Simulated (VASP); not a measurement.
# SiOs2O4 (Fd-3m) in VASP: single point with r2SCAN

Aim: the single point of SiOs2O4 with r2SCAN.

Everything below comes from runs of VASP 6.6.1. Logs are shortened: lines on timing, memory, paths and dates and some standing lists are left out, and cuts for length are marked.

### 1 The cell of the first run

Symmetry: Fd-3m, No. 227, cubic system. The conventional cell has a = 8.571 Å, b = 8.571 Å, c = 8.571 Å, α = 90.00°, β = 90.00°, γ = 90.00°. Within 2.4 Å of Si (site symmetry -43m) lie 4 O at 1.81 Å. Within 2.9 Å of Os (site symmetry -3m) lie 6 O at 2.17 Å. O (site symmetry 3m) has 1 Si at 1.81 Å and 3 Os at 2.17 Å within 2.4 Å.

### 2 Single point, r2SCAN

The input, POSCAR:

```
SiOs2O4
1.0
    0.0000000000      4.2857280000      4.2857280000
    4.2857280000      0.0000000000      4.2857280000
    4.2857280000      4.2857280000      0.0000000000
Si Os O
2 4 8
Direct
    0.1250000000      0.1250000000      0.1250000000
    0.8750000000      0.8750000000      0.8750000000
    0.5000000000      0.5000000000      0.5000000000
    0.0000000000      0.5000000000      0.5000000000
    0.5000000000      0.5000000000      0.0000000000
    0.5000000000      0.0000000000      0.5000000000
    0.2466000000      0.2466000000      0.2466000000
    0.2398000000      0.7534000000      0.7534000000
    0.2466000000      0.2466000000      0.7602000000
    0.7534000000      0.2398000000      0.7534000000
    0.7602000000      0.2466000000      0.2466000000
    0.7534000000      0.7534000000      0.7534000000
    0.2466000000      0.7602000000      0.2466000000
    0.7534000000      0.7534000000      0.2398000000
```

The input, INCAR.step1:

```
PREC = Accurate
ENCUT = 520
ISMEAR = -1
SIGMA = 0.1
LREAL = F
LASPH = T
NELM = 80
NBANDS = 57
GGA = PE
ALGO = Normal
EDIFF = 1E-4
LWAVE = T
LCHARG = F
```

The input, INCAR.step2:

```
PREC = Accurate
ENCUT = 520
EDIFF = 1E-7
ISMEAR = -1
SIGMA = 0.1
LREAL = F
LASPH = T
NELM = 80
ALGO = Normal
ISIF = 2
LWAVE = F
LCHARG = F
METAGGA = R2SCAN
LMIXTAU = T
NBANDS = 57
ISTART = 1
```

The input, KPOINTS:

```
Automatic mesh
0
Gamma
  7 7 7
```

Potentials or basis: VASP PAW PBE potentials, release 64 (Si, Os, O).

On the command line:

```sh
> cat potpaw_PBE.64/Si/POTCAR potpaw_PBE.64/Os/POTCAR potpaw_PBE.64/O/POTCAR > POTCAR
> cp INCAR.step1 INCAR
> mpirun -np 1 vasp_std > vasp.out
> cp INCAR.step2 INCAR
> mpirun -np 1 vasp_std > vasp.out
```

OUTCAR:

```text
PREC = Accurate
   ENCUT = 520
   EDIFF = 1E-7
   ISMEAR = -1
   LREAL = F
   LASPH = T
   NELM = 80
   ISIF = 2
   METAGGA = R2SCAN
   ISTART = 1

 ion  position               nearest neighbor table
   1  0.125  0.125  0.125-   7 1.81   9 1.81  11 1.81  13 1.81
   2  0.875  0.875  0.875-   8 1.81  10 1.81  12 1.81  14 1.81
   3  0.500  0.500  0.500-   8 2.17   9 2.17  10 2.17  11 2.17  13 2.17  14 2.17   4 3.03   5 3.03
                             6 3.03   5 3.03   6 3.03   4 3.03
   4  0.000  0.500  0.500-   7 2.17   9 2.17  10 2.17  12 2.17  13 2.17  14 2.17   3 3.03   5 3.03
                             6 3.03   3 3.03   5 3.03   6 3.03
   5  0.500  0.500  0.000-   7 2.17   8 2.17  10 2.17  11 2.17  12 2.17  13 2.17   3 3.03   3 3.03
                             4 3.03   6 3.03   6 3.03   4 3.03
   6  0.500  0.000  0.500-   7 2.17   8 2.17   9 2.17  11 2.17  12 2.17  14 2.17   3 3.03   5 3.03
                             3 3.03   4 3.03   5 3.03   4 3.03
   7  0.247  0.247  0.247-   1 1.81   4 2.17   5 2.17   6 2.17
   8  0.240  0.753  0.753-   2 1.81   3 2.17   5 2.17   6 2.17
   9  0.247  0.247  0.760-   1 1.81   3 2.17   4 2.17   6 2.17
  10  0.753  0.240  0.753-   2 1.81   3 2.17   4 2.17   5 2.17
  11  0.760  0.247  0.247-   1 1.81   3 2.17   5 2.17   6 2.17
  12  0.753  0.753  0.753-   2 1.81   4 2.17   5 2.17   6 2.17
  13  0.247  0.760  0.247-   1 1.81   3 2.17   4 2.17   5 2.17
  14  0.753  0.753  0.240-   2 1.81   3 2.17   4 2.17   6 2.17

  LATTYP: Found a face centered cubic cell.
 ALAT       =     8.5714560000

  Lattice vectors:

 A1 = (   0.0000000000,   4.2857280000,   4.2857280000)
 A2 = (   4.2857280000,   0.0000000000,   4.2857280000)
 A3 = (   4.2857280000,   4.2857280000,   0.0000000000)

Analysis of symmetry for initial positions (statically):
=====================================================================
 Subroutine PRICEL returns:
 Original cell was already a primitive cell.

 Routine SETGRP: Setting up the symmetry group for a
 face centered cubic supercell.

 Subroutine GETGRP returns: Found 48 space group operations
 (whereof 12 operations were pure point group operations)
 out of a pool of 48 trial point group operations.

The static configuration has the point symmetry D_3d.
 The point group associated with its full space group is O_h .

Analysis of symmetry for dynamics (positions and initial velocities):
=====================================================================
 Subroutine PRICEL returns:
 Original cell was already a primitive cell.

 Routine SETGRP: Setting up the symmetry group for a
 face centered cubic supercell.

 Subroutine GETGRP returns: Found 48 space group operations
 (whereof 12 operations were pure point group operations)
 out of a pool of 48 trial point group operations.

The dynamic configuration has the point symmetry D_3d.
 The point group associated with its full space group is O_h .

 Subroutine INISYM returns: Found 48 space group operations
 (whereof 12 operations are pure point group operations),
 and found     1 'primitive' translations

----------------------------------------------------------------------------------------

                                     Primitive cell

  volume of cell :     157.4359

  direct lattice vectors                    reciprocal lattice vectors
     0.000000000  4.285728000  4.285728000    -0.116666293  0.116666293  0.116666293
     4.285728000  0.000000000  4.285728000     0.116666293 -0.116666293  0.116666293
     4.285728000  4.285728000  0.000000000     0.116666293  0.116666293 -0.116666293

  length of vectors
     6.060934662  6.060934662  6.060934662     0.202071948  0.202071948  0.202071948

  position of ions in fractional coordinates (direct lattice)
     0.125000000  0.125000000  0.125000000
     0.875000000  0.875000000  0.875000000
     0.500000000  0.500000000  0.500000000
     0.000000000  0.500000000  0.500000000
     0.500000000  0.500000000  0.000000000
     0.500000000  0.000000000  0.500000000
     0.246600000  0.246600000  0.246600000
[... 29 lines left out ...]
Automatic generation of k-mesh.
 Grid dimensions read from file:
 generate k-points for:    7    7    7

 Generating k-lattice:

  Cartesian coordinates                     Fractional coordinates (reciprocal lattice)
    -0.016666613  0.016666613  0.016666613     0.142857143  0.000000000  0.000000000
     0.016666613 -0.016666613  0.016666613     0.000000000  0.142857143  0.000000000
     0.016666613  0.016666613 -0.016666613     0.000000000  0.000000000  0.142857143

  Length of vectors
     0.028867421  0.028867421  0.028867421

  Shift w.r.t. Gamma in fractional coordinates (k-lattice)
     0.000000000  0.000000000  0.000000000

 Subroutine IBZKPT returns following result:
 ===========================================

 Found     20 irreducible k-points:

 Following reciprocal coordinates:
            Coordinates               Weight
  0.000000  0.000000  0.000000      1.000000
  0.142857  0.000000  0.000000      8.000000
  0.285714  0.000000  0.000000      8.000000
  0.428571  0.000000  0.000000      8.000000
  0.142857  0.142857  0.000000      6.000000
  0.285714  0.142857  0.000000     24.000000
[... 12 lines left out ...]
 -0.428571  0.428571  0.142857     24.000000
 -0.285714  0.428571  0.142857     24.000000
   k-points           NKPTS =     20   k-points in BZ     NKDIM =     20   number of bands    NBANDS=     57
   number of dos      NEDOS =    301   number of ions     NIONS =     14
   total plane-waves  NPLWV = 110592
   dimension x,y,z NGX =    48 NGY =   48 NGZ =   48
   dimension x,y,z NGXF=    96 NGYF=   96 NGZF=   96
   ions per type =               2   4   8
   NGX,Y,Z   is equivalent  to a cutoff of  13.17, 13.17, 13.17 a.u.
   NGXF,Y,Z  is equivalent  to a cutoff of  26.33, 26.33, 26.33 a.u.
 SYSTEM =  unknown system
   PREC   = accura    normal or accurate (medium, high low for compatibility)
   ISTART =      1    job   : 0-new  1-cont  2-samecut
   ICHARG =      0    charge: 1-file 2-atom 10-const
   ISPIN  =      1    spin polarized calculation?
   LNONCOLLINEAR =      F non collinear calculations
   LSORBIT =      F    spin-orbit coupling
   LASPH  =      T    aspherical Exc in radial PAW
   ENCUT  =  520.0 eV  38.22 Ry    6.18 a.u.  11.27 11.27 11.27*2*pi/ulx,y,z
   NELM   =     80;   NELMIN=  2; NELMDL=  0     # of ELM steps
   EDIFF  = 0.1E-06   stopping-criterion for ELM
   LREAL  =      F    real-space projection
   EDIFFG = 0.1E-05   stopping-criterion for IOM
   NSW    =      0    number of steps for IOM
   IBRION =     -1    ionic relax: 0-MD 1-quasi-New 2-CG
   NFREE  =      0    steps in history (QN), initial steepest desc. (CG)
   ISIF   =      2    stress and relaxation
   ISYM   =      2    0-nonsym 1-usesym 2-fastsym
   POTIM  = 0.5000    time-step for ionic-motion
   TEBEG  =    0.0;   TEEND  =   0.0 temperature during run
   PSTRESS=    0.0 pullay stress
   NELECT =      88.0000    total number of electrons
   NUPDOWN=      -1.0000    fix difference up-down
   EMIN   =  10.00;   EMAX   =-10.00  energy-range for DOS
   EFERMI =   0.00;   METHOD = LEGACY
   ISMEAR =    -1;   SIGMA  =   0.10  broadening in eV -4-tet -1-fermi 0-gaus
   EFERMI_NEDOS =   21; number of points for ismear=-14 and -15
   IALGO  =     38    algorithm
   IMIX   =      4    mixing-type and parameters
     AMIX     =   0.40;   BMIX     =  1.00
     AMIX_MAG =   1.60;   BMIX_MAG =  1.00
  volume/ion in A,a.u.               =      11.25        75.89
  Fermi-wavevector in a.u.,A,eV,Ry     =   1.348552  2.548394 24.743463  1.818593
  Thomas-Fermi vector in A             =   2.476212
   LORBIT       =      0    0 simple, 1 ext, 2 COOP (PROOUT), +10 PAW based schemes
   METAGGA = R2SCAN    functional components
   LHFCALC =     F    Hartree Fock is set to
   AEXX    =    0.0000 exact exchange contribution
   IVDW    =     0    specifies the selected vdW correction
   LEPSILON=     F    determine dielectric tensor
   LRPA    =     F    only Hartree local field effects (RPA)
 non-spin polarized calculation
  energy-cutoff  :      520.00
  volume of cell :      157.44
 maximum number of plane-waves:      4279
 NGX is ok and might be reduce to    48
   NGX = 23   NGY = 23   NGZ = 23

 number of electron      88.0000000 magnetization

 Free energy of the ion-electron system (eV)
  ---------------------------------------------------
  ext. energy  EPLUGINS =         0.00000000
  ---------------------------------------------------
  free energy    TOTEN  =      -285.01344416 eV

  energy without entropy =     -284.67137309  energy(sigma->0) =     -284.84240862

 E-fermi :   7.9364     XC(G=0): -12.5210

 val. band max:        7.9360936146   @ k =   0.4286   0.2857   0.0000
 cond. band min:       7.9369301154   @ k =   0.4286   0.1429   0.0000
 fundamental gap:      0.0008365008
 Fermi energy:         7.9363582568

 k-point     1 :       0.0000    0.0000    0.0000
  band No.  band energies     occupation
      1     -16.1540      2.00000
      2     -15.1248      2.00000
      3     -14.9182      2.00000
      4     -14.9182      2.00000
      5     -14.9182      2.00000
      6     -14.7388      2.00000
[... 1169 lines left out ...]
     55      11.5776      0.00000
     56      11.9905      0.00000
 [bands above 56 left out]

------------------------ aborting loop because EDIFF is reached ----------------------------------------

  FORCE on cell =-STRESS in cart. coord.  units (eV):
  Direction    XX          YY          ZZ          XY          YZ          ZX
  --------------------------------------------------------------------------------------
  -------------------------------------------------------------------------------------
  Total       -8.8840367     -8.8840367     -8.8840367     -0.0000000     -0.0000000      0.0000000
  in kB      -90.4101348    -90.4101348    -90.4101348     -0.0000000     -0.0000000      0.0000000
  external PRESSURE =     -90.4101348 kB  Pullay stress =       0.0000000 kB

 VOLUME and BASIS-vectors are now :
 -----------------------------------------------------------------------------
  energy-cutoff  :      520.00
  volume of cell :      157.44
      direct lattice vectors                 reciprocal lattice vectors
     0.000000000  4.285728000  4.285728000    -0.116666293  0.116666293  0.116666293
     4.285728000  0.000000000  4.285728000     0.116666293 -0.116666293  0.116666293
     4.285728000  4.285728000  0.000000000     0.116666293  0.116666293 -0.116666293

 POSITION                                       TOTAL-FORCE (eV/Angst)
 -----------------------------------------------------------------------------------
      1.07143      1.07143      1.07143         0.000000     -0.000000      0.000000
      7.50002      7.50002      7.50002         0.000000     -0.000000     -0.000000
      4.28573      4.28573      4.28573         0.000000     -0.000000      0.000000
      4.28573      2.14286      2.14286         0.000000     -0.000000      0.000000
      2.14286      2.14286      4.28573         0.000000     -0.000000      0.000000
      2.14286      4.28573      2.14286         0.000000     -0.000000      0.000000
      2.11372      2.11372      2.11372        -1.150035     -1.150035     -1.150035
      6.45773      4.25659      4.25659         1.150035     -1.150035     -1.150035
      4.31487      4.31487      2.11372         1.150035      1.150035     -1.150035
      4.25659      6.45773      4.25659        -1.150035      1.150035     -1.150035
      2.11372      4.31487      4.31487        -1.150035      1.150035      1.150035
      6.45773      6.45773      6.45773         1.150035      1.150035      1.150035
      4.31487      2.11372      4.31487         1.150035     -1.150035      1.150035
      4.25659      4.25659      6.45773        -1.150035     -1.150035      1.150035
 -----------------------------------------------------------------------------------
    total drift:                               -0.000000     -0.000000      0.000000

  FREE ENERGIE OF THE ION-ELECTRON SYSTEM (eV)
  ---------------------------------------------------
  free  energy   TOTEN  =      -285.0134441560 eV

  energy  without entropy=     -284.6713730864  energy(sigma->0) =     -284.84240862
```

Wall time 14 min (1 thread of AMD EPYC 7R13 (Zen 3), shared host); peak memory 0.42 GiB.

Results:

```
Free energy            : -285.0134 eV
Pressure               : -9.0 GPa
Largest force          : 1.992 eV/Å
Band gap on the k mesh : zero (bands 44 and 45 overlap by 0.22 eV)
```

Forces on the atoms (eV/Å):
```
Si   0.000  0.000  0.000
Si   0.000  0.000  0.000
Os   0.000  0.000  0.000
Os   0.000  0.000  0.000
Os   0.000  0.000  0.000
Os   0.000  0.000  0.000
O   -1.150 -1.150 -1.150
O    1.150 -1.150 -1.150
O    1.150  1.150 -1.150
O   -1.150  1.150 -1.150
O   -1.150  1.150  1.150
O    1.150  1.150  1.150
O    1.150 -1.150  1.150
O   -1.150 -1.150  1.150
```

Levels at points of the mesh, in eV from the Fermi level:
| k point | band 42 | band 43 | band 44 | band 45 | band 46 | band 47 |
| --- | --- | --- | --- | --- | --- | --- |
| (0.00, 0.00, 0.00) | -0.11 | 0.00 | 0.00 | 0.00 | 1.14 | 1.14 |

Caveat: the cell stands under tension; the PAW data sets were made with another functional, which shifts forces and pressure a little; spin-orbit coupling is left out, which moves the levels of the heavy elements.
